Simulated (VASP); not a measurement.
Write the native input for VASP 6.6.1 that does the following.

```yaml
Task: relaxation of cell and atoms
Functional: PBE
Potentials_or_basis: VASP PAW PBE potentials, release 64 (P)
Cutoff: 600 eV
k_mesh: 4 × 4 × 4
Occupations: gaussian, width 0.02 eV
Spin: no spin polarisation
Dipole_correction: no
Further_INCAR_settings: ALGO = Normal; EDIFF = 1e-06; IBRION = 2; EDIFFG = -0.01; NSW = 100; ISIF = 3
```

The structure of P lies in POSCAR:

```
P
1.0
    6.9382533361      0.0000000000      0.0000000000
    0.0000000000      6.9382533361      0.0000000000
    0.0000000000      0.0000000000      6.9382533361
P
8
Direct
    0.0794516155      0.0794516155      0.0794516155
    0.4205483845      0.9205483845      0.5794516155
    0.5794516155      0.4205483845      0.9205483845
    0.9205483845      0.5794516155      0.4205483845
    0.9205483845      0.9205483845      0.9205483845
    0.5794516155      0.0794516155      0.4205483845
    0.4205483845      0.5794516155      0.0794516155
    0.0794516155      0.4205483845      0.5794516155
```

One way to write it, as run:

INCAR

```
  PREC = Accurate
  ENCUT = 600
  EDIFF = 1E-6
  ISMEAR = 0
  SIGMA = 0.02
  LREAL = F
  LASPH = T
  NELM = 100
  ALGO = Normal
  ISIF = 3
  LWAVE = F
  LCHARG = F
  GGA = PE
  IBRION = 2
  NSW = 100
  EDIFFG = -0.01
```

KPOINTS

```
regular mesh
0
Gamma
  4 4 4
```

Potentials or basis: VASP PAW PBE potentials, release 64 (P).

Run with:

```console
$ cat potpaw_PBE.64/P/POTCAR > POTCAR
$ mpirun -np 1 vasp_std > vasp.out
```

It gave:

The relaxed volume is 53.24 Å³/atom. The relaxed cell is a = 7.524 Å, b = 7.524 Å, c = 7.524 Å, α = 90.00°, β = 90.00°, γ = 90.00°. The space group after relaxing (to 0.1 Å) is Pa-3 (No. 205). The energy gained by relaxing is 7.3 meV/atom and the ionic steps are 19. The pressure after relaxing is 0.0 GPa. The band gap on the k mesh is 2.80 eV (least direct gap 2.87 eV).

Caveat: the volume moved by over 15 % at a fixed basis, so the end points are rough; this functional lacks dispersion, which holds the molecules together, so the pressure and a relaxed volume are unreliable.

It took 14 min on 1 thread of Intel(R) Xeon(R) Platinum 8488C (Sapphire Rapids), on a shared host, peak memory 0.47 GiB.
